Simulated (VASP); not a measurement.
A run of VASP 6.6.1 is set up as follows.

INCAR

```
SYSTEM = TiSi16
PREC = Accurate ; ENCUT = 520
EDIFF = 1E-6 ; ISMEAR = 0
SIGMA = 0.02 ; LREAL = Auto
LASPH = .True. ; NELM = 80
ALGO = Normal ; ISIF = 2
LWAVE = .False. ; LCHARG = .False.
GGA = PE ; IVDW = 12
NBANDS = 52
```

KPOINTS

```
regular mesh
0
Gamma
  2 2 2
  0 0 0
```

Contents of POSCAR:

```
TiSi16
1.0
    0.0000000000      5.4300000000      5.4300000000
    5.4300000000      0.0000000000      5.4300000000
    5.4300000000      5.4300000000      0.0000000000
Si Ti
16 1
Direct
    0.0109613260     -0.0336053407      0.0104626151
    0.1131851750      0.1226161142      0.1127857274
   -0.0253992634      0.0009898711      0.5118736648
    0.1127583794      0.1238928177      0.6499994475
    0.0002025783      0.4927889503     -0.0003615101
    0.1361385820      0.5931634438      0.1353046961
   -0.0002336096      0.4940418969      0.5070956722
    0.1181669429      0.6308864641      0.6257501842
    0.5123107735      0.0009507366     -0.0258470534
    0.6504924494      0.1238476980      0.1122760589
    0.5118686924      0.0024290976      0.5113642726
    0.6140612339      0.1585647330      0.6136838858
    0.5079430939      0.4940147330     -0.0009679558
    0.6263211786      0.6308510129      0.1177127072
    0.4899720994      0.5318148250      0.4895050645
    0.6259161142      0.6321569982      0.6251789134
    0.3124211786      1.0623837937      0.3120355433
```

Potentials or basis: VASP PAW PBE potentials, release 64 (Si, Ti_sv).

Run with:

```bash
$ cat potpaw_PBE.64/Si/POTCAR potpaw_PBE.64/Ti_sv/POTCAR > POTCAR
$ mpirun -np 1 vasp_std > vasp.out
```

**Question.** What does it give for the largest force?

**Answer.** 0.032 eV/Å.

**Question.** Predict the pressure.

**Answer.** 3.5 GPa.

**Question.** Predict the dispersion energy per atom.

**Answer.** -0.343 eV.

**Question.** Estimate the band gap on the k mesh.

**Answer.** Zero (bands 38 and 39 overlap by 0.24 eV).

Forces on the atoms (eV/Å):
```
Si  -0.007  0.020 -0.007
Si  -0.017 -0.013 -0.016
Si   0.013 -0.010 -0.008
Si  -0.002  0.007 -0.005
Si  -0.010  0.000 -0.009
Si  -0.018  0.018 -0.019
Si   0.000  0.009 -0.011
Si   0.009 -0.011  0.003
Si  -0.002 -0.007  0.009
Si  -0.005  0.006 -0.007
Si   0.005 -0.009  0.006
Si   0.012 -0.009  0.017
Si  -0.010  0.008  0.000
Si   0.001 -0.012  0.011
Si   0.016 -0.019  0.017
Si   0.007 -0.003  0.006
Ti   0.009  0.024  0.012
```

Caveat: the k points lie up to 0.50 Å⁻¹ apart.
